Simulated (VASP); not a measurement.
Write the native input for VASP 6.6.1 that does the following.

- Task: single point
- Functional: PBE
- Potentials or basis: VASP PAW PBE potentials, release 64 (Al, Fe)
- Cutoff: 520 eV
- k mesh: 18 × 18 × 18
- Occupations: gaussian, width 0.15 eV
- Spin: collinear spin, ferromagnetic start
- Starting moments: [0.0, 0.85] μB
- Dipole correction: no
- Further INCAR settings: ALGO = Normal; EDIFF = 1e-06; NBANDS = 16

The structure of AlFe lies in POSCAR:

```
AlFe
1.0
    3.0719915287      0.0000000000      0.0000000000
    0.0000000000      3.0719915287      0.0000000000
    0.0000000000      0.0000000000      2.6111927994
Al Fe
1 1
Direct
    0.0000000000      0.0000000000      0.0000000000
    0.5000000000      0.5000000000      0.5000000000
```

This cell differs from its parent crystal: ratio of the length along z to the lengths across it x 0.85, volume and fractional coordinates fixed.

The input as run:

INCAR

```
ALGO     = Normal         # electronic algorithm
EDIFF    = 1E-6           # SCF threshold, eV
ENCUT    = 520            # plane-wave cutoff, eV
GGA      = PE             # functional
ISIF     = 2              # what is computed and relaxed
ISMEAR   = 0              # smearing method
ISPIN    = 2              # spin polarisation
LASPH    = T              # aspherical terms in the spheres
LCHARG   = T              # write CHGCAR
LELF     = T              # ELF
LMAXMIX  = 4              # l up to which the mixer works
LORBIT   = 11             # projections on sites
LREAL    = F              # projectors in reciprocal space
LVHAR    = T            
LWAVE    = F              # write WAVECAR
MAGMOM   = 0 0.85         # initial moments
NBANDS   = 16             # bands
NELM     = 150            # most SCF steps
PREC     = Accurate       # precision mode
SIGMA    = 0.15           # smearing width, eV
```

KPOINTS

```
k-points
0
Gamma
  18 18 18
```

Potentials or basis: VASP PAW PBE potentials, release 64 (Al, Fe).

Launch:

```console
$ cat potpaw_PBE.64/Al/POTCAR potpaw_PBE.64/Fe/POTCAR > POTCAR
$ mpirun -np 1 vasp_std > vasp.out
```

It gave:

```json
{
 "Pressure": "0.5 GPa",
 "Net moment": "1.37 μB per cell",
 "Site moments": "Al -0.04; Fe +1.47 μB",
 "Valence electrons inside the program's atomic spheres": "Al 0.83; Fe 7.34"
}
```

Wall time 4.3 min on 1 thread of Intel(R) Xeon(R) Platinum 8259CL CPU @ 2.50GHz (Skylake/Cascade Lake), with other jobs on the host, peak memory 0.42 GiB.
